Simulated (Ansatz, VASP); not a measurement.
Ga7PdN8 in VASP and in Ansatz

```
Pd Ga N
1.0
     6.38000    0.00000    0.00000
    -3.19000    5.52524    0.00000
     0.00000    0.00000    5.18900
Pd Ga N
1 7 8
Direct
  0.33333 0.16667 0.99707
  0.33679 0.66839 0.00139
  0.83161 0.16321 0.00139
  0.83161 0.66839 0.00139
  0.16454 0.33546 0.49746
  0.16454 0.82908 0.49746
  0.67092 0.33546 0.49746
  0.66667 0.83333 0.49863
  0.33333 0.16667 0.40378
  0.33493 0.66746 0.37387
  0.83254 0.16507 0.37387
  0.83254 0.66746 0.37387
  0.15514 0.34486 0.86953
  0.15514 0.81029 0.86953
  0.68971 0.34486 0.86953
  0.66667 0.83333 0.87378
```

Alike in both runs: task single point; functional PBEsol; k mesh 3 × 3 × 3; occupations gaussian, width 0.05 eV; collinear spin; Hubbard terms Pd d U = 2.0 eV.

|  | VASP | Ansatz |
| --- | --- | --- |
| version | VASP 6.6.1 | Ansatz 0.2.0 |
| potentials or method | VASP PAW PBE potentials, release 64 (Pd, Ga_d, N), cutoff 520 eV | scalar-relativistic, plane waves, PAW |
| valence electrons in the cell | 141 | 149 |

Ansatz gave:

```
gap on the k mesh at the Fermi level (eV)                     : none
pressure (GPa)                                                : 3.7
traceless stress, the component that is largest in VASP (GPa) : 0.84
rms of the force components (eV/Å)                            : 0.009
net moment per atom (μB)                                      : 0.06
size of the moment on the site where the two differ most (μB) : 0.37
```

**Question.** Which values does VASP return?

**Answer.** gap on the k mesh at the Fermi level (eV): none; pressure (GPa): 2.7; traceless stress, the component that is largest in VASP (GPa): -0.88; rms of the force components (eV/Å): 0.155; net moment per atom (μB): 0.00; size of the moment on the site where the two differ most (μB): 0.00.

VASP's potentials were made for PBE, not for PBEsol. Site moments also hang on the region over which each program counts them. The programs project onto different local orbitals, so the same U acts differently, and such runs can settle in different states. Atom by atom the forces differ by 0.156 eV/Å (rms over components). A gap of «none» marks a metal or a gap that the smearing closes. VASP's potentials hold 141 valence electrons a cell and Ansatz's 149, so a difference there can come from the potentials and not from the codes. Ansatz's warnings: filled band counts differ across k points, specified occupation not kept.

The k mesh is coarse, so the values compare programs but aren't converged.
